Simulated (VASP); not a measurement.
# In (Im-3m) in VASP: notebook

The runs below take In through single point, with PBE, PBEsol-based global hybrid, PBEsol-based screened hybrid.

All numbers are computed with VASP 6.6.1; they aren't measurements. Logs are shortened: lines on timing, memory, paths and dates and some standing lists are left out, and cuts for length are marked.

## Step 1: The cell of the first run

The structure is cubic, space group Im-3m (No. 229). Conventional cell: a = 3.765 Å, b = 3.765 Å, c = 3.765 Å, α = 90.00°, β = 90.00°, γ = 90.00°. In (site symmetry m-3m) has 14 In at 3.26 to 3.77 Å within 4.3 Å.

## Step 2: Single point, PBE

Input file INCAR:

```
SYSTEM = In
ALGO = Normal
EDIFF = 1E-6
ENCUT = 500
GGA = PE
GGA_COMPAT = .FALSE.
ISIF = 2
ISMEAR = 0
LASPH = .TRUE.
LCHARG = .FALSE.
LREAL = .FALSE.
LWAVE = .FALSE.
NBANDS = 12
NELM = 120
PREC = Accurate
SIGMA = 0.019000000000000003
```

Input file KPOINTS:

```
k-points
0
G
  10 10 10
  0 0 0
```

Input file POSCAR:

```
In
1.0
   -1.8825252400      1.8825252400      1.8825252400
    1.8825252400     -1.8825252400      1.8825252400
    1.8825252400      1.8825252400     -1.8825252400
In
1
Direct
    0.0000000000      0.0000000000      0.0000000000
```

Potentials or basis: VASP PAW PBE potentials, release 64 (In_d).

Launch:

```console
$ cat potpaw_PBE.64/In_d/POTCAR > POTCAR
$ mpirun -np 1 vasp_std > vasp.out
```

OUTCAR:

```text
SYSTEM = In
   EDIFF = 1E-6
   ENCUT = 500
   GGA = PE
   ISIF = 2
   ISMEAR = 0
   LASPH = .TRUE.
   LREAL = .FALSE.
   NELM = 120
   PREC = Accurate

 ion  position               nearest neighbor table
   1  0.000  0.000  0.000-

  LATTYP: Found a body centered cubic cell.
 ALAT       =     3.7650504800

  Lattice vectors:

 A1 = (  -1.8825252400,   1.8825252400,   1.8825252400)
 A2 = (   1.8825252400,  -1.8825252400,   1.8825252400)
 A3 = (   1.8825252400,   1.8825252400,  -1.8825252400)

Analysis of symmetry for initial positions (statically):
=====================================================================
 Subroutine PRICEL returns:
 Original cell was already a primitive cell.

 Routine SETGRP: Setting up the symmetry group for a
 body centered cubic supercell.

 Subroutine GETGRP returns: Found 48 space group operations
 (whereof 48 operations were pure point group operations)
 out of a pool of 48 trial point group operations.

The static configuration has the point symmetry O_h .

Analysis of symmetry for dynamics (positions and initial velocities):
=====================================================================
 Subroutine PRICEL returns:
 Original cell was already a primitive cell.

 Routine SETGRP: Setting up the symmetry group for a
 body centered cubic supercell.

 Subroutine GETGRP returns: Found 48 space group operations
 (whereof 48 operations were pure point group operations)
 out of a pool of 48 trial point group operations.

The dynamic configuration has the point symmetry O_h .

 Subroutine INISYM returns: Found 48 space group operations
 (whereof 48 operations are pure point group operations),
 and found     1 'primitive' translations

----------------------------------------------------------------------------------------

                                     Primitive cell

  volume of cell :      26.6859

  direct lattice vectors                    reciprocal lattice vectors
    -1.882525240  1.882525240  1.882525240     0.000000000  0.265600689  0.265600689
     1.882525240 -1.882525240  1.882525240     0.265600689  0.000000000  0.265600689
     1.882525240  1.882525240 -1.882525240     0.265600689  0.265600689  0.000000000

  length of vectors
     3.260629362  3.260629362  3.260629362     0.375616096  0.375616096  0.375616096

  position of ions in fractional coordinates (direct lattice)
     0.000000000  0.000000000  0.000000000

  ion indices of the primitive-cell ions
   primitive index   ion index
                 1           1

----------------------------------------------------------------------------------------

 KPOINTS: k-points

Automatic generation of k-mesh.
 Grid dimensions read from file:
 generate k-points for:   10   10   10

 Generating k-lattice:

  Cartesian coordinates                     Fractional coordinates (reciprocal lattice)
     0.000000000  0.026560069  0.026560069     0.100000000  0.000000000  0.000000000
     0.026560069  0.000000000  0.026560069     0.000000000  0.100000000  0.000000000
     0.026560069  0.026560069  0.000000000     0.000000000  0.000000000  0.100000000

  Length of vectors
     0.037561610  0.037561610  0.037561610

  Shift w.r.t. Gamma in fractional coordinates (k-lattice)
     0.000000000  0.000000000  0.000000000

 Subroutine IBZKPT returns following result:
 ===========================================

 Found     47 irreducible k-points:

 Following reciprocal coordinates:
            Coordinates               Weight
  0.000000  0.000000  0.000000      1.000000
  0.100000  0.000000  0.000000     12.000000
  0.200000  0.000000  0.000000     12.000000
  0.300000  0.000000  0.000000     12.000000
  0.400000  0.000000  0.000000     12.000000
  0.500000  0.000000  0.000000      6.000000
[... 16 lines left out ...]
  0.300000  0.300000  0.100000      8.000000
 -0.300000  0.300000  0.100000     24.000000
 [... further k-points ...]
   k-points           NKPTS =     47   k-points in BZ     NKDIM =     47   number of bands    NBANDS=     12
   number of dos      NEDOS =    301   number of ions     NIONS =      1
   total plane-waves  NPLWV =  13824
   dimension x,y,z NGX =    24 NGY =   24 NGZ =   24
   dimension x,y,z NGXF=    48 NGYF=   48 NGZF=   48
   ions per type =               1
   NGX,Y,Z   is equivalent  to a cutoff of  12.24, 12.24, 12.24 a.u.
   NGXF,Y,Z  is equivalent  to a cutoff of  24.47, 24.47, 24.47 a.u.
 SYSTEM =  In
   PREC   = accura    normal or accurate (medium, high low for compatibility)
   ISTART =      0    job   : 0-new  1-cont  2-samecut
   ICHARG =      2    charge: 1-file 2-atom 10-const
   ISPIN  =      1    spin polarized calculation?
   LNONCOLLINEAR =      F non collinear calculations
   LSORBIT =      F    spin-orbit coupling
   LASPH  =      T    aspherical Exc in radial PAW
   ENCUT  =  500.0 eV  36.75 Ry    6.06 a.u.   5.94  5.94  5.94*2*pi/ulx,y,z
   NELM   =    120;   NELMIN=  2; NELMDL= -5     # of ELM steps
   EDIFF  = 0.1E-05   stopping-criterion for ELM
   LREAL  =      F    real-space projection
   EDIFFG = 0.1E-04   stopping-criterion for IOM
   NSW    =      0    number of steps for IOM
   IBRION =     -1    ionic relax: 0-MD 1-quasi-New 2-CG
   NFREE  =      0    steps in history (QN), initial steepest desc. (CG)
   ISIF   =      2    stress and relaxation
   ISYM   =      2    0-nonsym 1-usesym 2-fastsym
   POTIM  = 0.5000    time-step for ionic-motion
   TEBEG  =    0.0;   TEEND  =   0.0 temperature during run
   PSTRESS=    0.0 pullay stress
   NELECT =      13.0000    total number of electrons
   NUPDOWN=      -1.0000    fix difference up-down
   EMIN   =  10.00;   EMAX   =-10.00  energy-range for DOS
   EFERMI =   0.00;   METHOD = LEGACY
   ISMEAR =     0;   SIGMA  =   0.02  broadening in eV -4-tet -1-fermi 0-gaus
   EFERMI_NEDOS =   21; number of points for ismear=-14 and -15
   IALGO  =     38    algorithm
   IMIX   =      4    mixing-type and parameters
     AMIX     =   0.40;   BMIX     =  1.00
     AMIX_MAG =   1.60;   BMIX_MAG =  1.00
  volume/ion in A,a.u.               =      26.69       180.09
  Fermi-wavevector in a.u.,A,eV,Ry     =   1.288136  2.434225 22.576080  1.659295
  Thomas-Fermi vector in A             =   2.420108
   LORBIT       =      0    0 simple, 1 ext, 2 COOP (PROOUT), +10 PAW based schemes
   GGA     = PE    functional components
   LHFCALC =     F    Hartree Fock is set to
   AEXX    =    0.0000 exact exchange contribution
   IVDW    =     0    specifies the selected vdW correction
   LEPSILON=     F    determine dielectric tensor
   LRPA    =     F    only Hartree local field effects (RPA)
 non-spin polarized calculation
 Gauss-broadening in eV      SIGMA  =   0.02
  energy-cutoff  :      500.00
  volume of cell :       26.69
 maximum number of plane-waves:       687
   NGX = 11   NGY = 11   NGZ = 11

 number of electron      13.0000005 magnetization

 Free energy of the ion-electron system (eV)
  ---------------------------------------------------
  ext. energy  EPLUGINS =         0.00000000
  ---------------------------------------------------
  free energy    TOTEN  =        -2.54761659 eV

  energy without entropy =       -2.54691875  energy(sigma->0) =       -2.54726767

 E-fermi :   7.2593     XC(G=0): -10.1611

 val. band max:        7.2319572210   @ k =   0.2000   0.2000   0.2000
 cond. band min:       7.2634464147   @ k =   0.3000   0.3000   0.0000
 fundamental gap:      0.0314891936
 Fermi energy:         7.2593222846

 k-point     1 :       0.0000    0.0000    0.0000
  band No.  band energies     occupation
      1      -7.3597      2.00000
      2      -7.3597      2.00000
      3      -7.3597      2.00000
      4      -7.0957      2.00000
      5      -7.0957      2.00000
      6      -2.1023      2.00000
      7      18.2022      0.00000
      8      18.2022      0.00000
      9      18.2022      0.00000
     10      20.2487      0.00000
     11      20.2487      0.00000
     12      20.2487      0.00000

 k-point     2 :       0.1000    0.0000    0.0000
  band No.  band energies     occupation
      1      -7.3699      2.00000
      2      -7.3505      2.00000
      3      -7.3206      2.00000
      4      -7.1063      2.00000
      5      -7.0960      2.00000
      6      -1.8739      2.00000
      7      16.1265      0.00000
      8      17.2273      0.00000
      9      17.6754      0.00000
     10      19.1993      0.00000
     11      19.5166      0.00000
     12      20.1120      0.00000

 k-point     3 :       0.2000    0.0000    0.0000
  band No.  band energies     occupation
      1      -7.3964      2.00000
      2      -7.3373      2.00000
      3      -7.2165      2.00000
      4      -7.1270      2.00000
      5      -7.0969      2.00000
      6      -1.1806      2.00000
      7      12.6651      0.00000
      8      15.6466      0.00000
      9      16.5181      0.00000
     10      18.3635      0.00000
     11      18.5645      0.00000
     12      20.6545      0.00000
[... 286 lines left out ...]
 k-point    23 :       0.3000    0.3000    0.1000
  band No.  band energies     occupation
      1      -7.3973      2.00000
      2      -7.2038      2.00000
      3      -7.2038      2.00000
      4      -7.0919      2.00000
      5      -7.0919      2.00000
      6       4.6580      2.00000
      7       6.5608      2.00000
      8       6.5608      2.00000
      9      10.7593      0.00000
     10      23.6029      0.00000
     11      23.6029      0.00000
     12      24.1610      0.00000

 k-point    24 :      -0.3000    0.3000    0.1000
  band No.  band energies     occupation
      1      -7.3870      2.00000
      2      -7.3248      2.00000
      3      -7.1640      2.00000
      4      -7.1098      2.00000
      5      -7.0899      2.00000
      6       0.2190      2.00000
      7       9.5515      0.00000
      8      13.3812      0.00000
      9      14.5217      0.00000
     10      18.1579      0.00000
     11      19.0920      0.00000
     12      19.9339      0.00000

 [... further k-points ...]
[... 5 lines left out ...]
  --------------------------------------------------------------------------------------
  -------------------------------------------------------------------------------------
  Total        0.2494557      0.2494557      0.2494557     -0.0000000      0.0000000      0.0000000
  in kB       14.9768875     14.9768875     14.9768875     -0.0000000      0.0000000      0.0000000
  external PRESSURE =      14.9768875 kB  Pullay stress =       0.0000000 kB

 VOLUME and BASIS-vectors are now :
 -----------------------------------------------------------------------------
  energy-cutoff  :      500.00
  volume of cell :       26.69
      direct lattice vectors                 reciprocal lattice vectors
    -1.882525240  1.882525240  1.882525240     0.000000000  0.265600689  0.265600689
     1.882525240 -1.882525240  1.882525240     0.265600689  0.000000000  0.265600689
     1.882525240  1.882525240 -1.882525240     0.265600689  0.265600689  0.000000000

 POSITION                                       TOTAL-FORCE (eV/Angst)
 -----------------------------------------------------------------------------------
      0.00000      0.00000      0.00000        -0.000000      0.000000     -0.000000
 -----------------------------------------------------------------------------------
    total drift:                               -0.000000      0.000000      0.000000

  FREE ENERGIE OF THE ION-ELECTRON SYSTEM (eV)
  ---------------------------------------------------
  free  energy   TOTEN  =        -2.5476165937 eV

  energy  without entropy=       -2.5469187481  energy(sigma->0) =       -2.54726767
```

Run time: 8.7 s. Hardware: 1 thread of AMD EPYC 9R45 (Zen 5), shared host; peak memory 0.1 GiB.

Results:

```yaml
Free_energy: -2.5476 eV
Pressure: 1.5 GPa
```

Caveat: spin-orbit coupling is left out, which moves the levels of the heavy elements.

## Step 3: Single point, PBE

INCAR, as its differences from that of step 2:

```diff
@@ -15,2 +15,2 @@
 PREC = Accurate
-SIGMA = 0.019000000000000003
+SIGMA = 0.020999999999999998
```

KPOINTS is that of step 2.

POSCAR is that of step 2.

Potentials or basis: VASP PAW PBE potentials, release 64 (In_d).

Launch:

```console
$ cat potpaw_PBE.64/In_d/POTCAR > POTCAR
$ mpirun -np 1 vasp_std > vasp.out
```

OUTCAR:

```text
SYSTEM = In
   EDIFF = 1E-6
   ENCUT = 500
   GGA = PE
   ISIF = 2
   ISMEAR = 0
   LASPH = .TRUE.
   LREAL = .FALSE.
   NELM = 120
   PREC = Accurate

 ion  position               nearest neighbor table
   1  0.000  0.000  0.000-

  LATTYP: Found a body centered cubic cell.
 ALAT       =     3.7650504800

  Lattice vectors:

 A1 = (  -1.8825252400,   1.8825252400,   1.8825252400)
 A2 = (   1.8825252400,  -1.8825252400,   1.8825252400)
[... 530 lines left out ...]
      3      -7.1640      2.00000
      4      -7.1098      2.00000
      5      -7.0898      2.00000
      6       0.2190      2.00000
      7       9.5516      0.00000
      8      13.3812      0.00000
      9      14.5217      0.00000
     10      18.1579      0.00000
     11      19.0920      0.00000
     12      19.9339      0.00000

 [... further k-points ...]
[... 5 lines left out ...]
  --------------------------------------------------------------------------------------
  -------------------------------------------------------------------------------------
  Total        0.2498367      0.2498367      0.2498367      0.0000000     -0.0000000      0.0000000
  in kB       14.9997620     14.9997620     14.9997620      0.0000000     -0.0000000      0.0000000
  external PRESSURE =      14.9997620 kB  Pullay stress =       0.0000000 kB

 VOLUME and BASIS-vectors are now :
 -----------------------------------------------------------------------------
  energy-cutoff  :      500.00
  volume of cell :       26.69
      direct lattice vectors                 reciprocal lattice vectors
    -1.882525240  1.882525240  1.882525240     0.000000000  0.265600689  0.265600689
     1.882525240 -1.882525240  1.882525240     0.265600689  0.000000000  0.265600689
     1.882525240  1.882525240 -1.882525240     0.265600689  0.265600689  0.000000000

 POSITION                                       TOTAL-FORCE (eV/Angst)
 -----------------------------------------------------------------------------------
      0.00000      0.00000      0.00000         0.000000      0.000000      0.000000
 -----------------------------------------------------------------------------------
    total drift:                               -0.000000      0.000000      0.000000

  FREE ENERGIE OF THE ION-ELECTRON SYSTEM (eV)
  ---------------------------------------------------
  free  energy   TOTEN  =        -2.5476905069 eV

  energy  without entropy=       -2.5469096137  energy(sigma->0) =       -2.54730006
```

It took 9.1 s on 1 thread of AMD EPYC 9R45 (Zen 5), shared host; peak memory 0.11 GiB.

What came out:

| Item | Value |
| --- | --- |
| Free energy | -2.5477 eV |
| Pressure | 1.5 GPa |

Levels at points of the mesh, in eV from the Fermi level:
```csv
k point,band 2,band 3,band 4,band 5,band 6,band 7,band 8,band 9,band 10,band 11
"(0.00, 0.00, 0.00)",-14.62,-14.62,-14.35,-14.35,-9.36,10.94,10.94,10.94,12.99,12.99
"(0.50, 0.00, 0.00)",-14.65,-14.37,-14.36,-14.19,-3.88,-3.06,5.88,7.31,10.05,10.07
"(0.50, 0.50, 0.50)",-14.72,-14.23,-14.23,-14.23,0.94,1.31,1.31,1.31,5.29,5.29
```

Caveat: spin-orbit coupling is left out, which moves the levels of the heavy elements.

[end of part 1 of 2]
